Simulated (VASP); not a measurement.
Mg3TiAs3:

```
Mg Ti As
1.0
     5.17819    0.00000    0.00000
     0.00000    5.17819    0.00000
     0.00000    0.00000    5.17819
Mg Ti As
3 1 3
Direct
  0.50000 0.50000 0.00000
  0.00000 0.50000 0.50000
  0.50000 0.00000 0.50000
  0.50000 0.50000 0.50000
  0.50000 0.00000 0.00000
  0.00000 0.50000 0.00000
  0.00000 0.00000 0.50000
```

* Program: VASP 6.6.1
* Task: relaxation of cell and atoms
* Functional: PBE
* Potentials or basis: VASP PAW PBE potentials, release 64 (Mg, Ti_sv, As)
* Cutoff: 600 eV
* k mesh: 4 × 4 × 4
* Occupations: gaussian, width 0.1 eV
* Spin: no spin polarisation

At the start: pressure 10.7 GPa; volume 19.84 Å³/atom.

**Question.** Where does the relaxation end?

**Answer.** Over 6 steps the energy falls by 115.7 meV/atom and the volume is 24.05 Å³/atom (+21.2 %); space group Pm-3m (No. 221, to 0.05 Å).

The path:
```tsv
step	energy change (eV)	largest force (eV/Å)	pressure (GPa)	volume (Å³)
1	0.0000	0.0000	10.69	138.85
2	0.2434	0.0000	1.54	167.19
3	-0.1967	0.0000	-0.65	173.59
4	-0.7025	0.0000	-0.79	171.63
5	-0.7118	0.0000	-0.31	169.40
6	-0.8100	0.0000	-0.25	168.35
```

Final structure:
```
Mg Ti As
1.0
     5.52166    0.00000    0.00000
     0.00000    5.52166    0.00000
     0.00000    0.00000    5.52166
Mg Ti As
3 1 3
Direct
  0.50000 0.50000 0.00000
  0.00000 0.50000 0.50000
  0.50000 0.00000 0.50000
  0.50000 0.50000 0.50000
  0.50000 0.00000 0.00000
  0.00000 0.50000 0.00000
  0.00000 0.00000 0.50000
```

Caveat: the volume moved by over 15 % at a fixed basis, so the end points are rough.
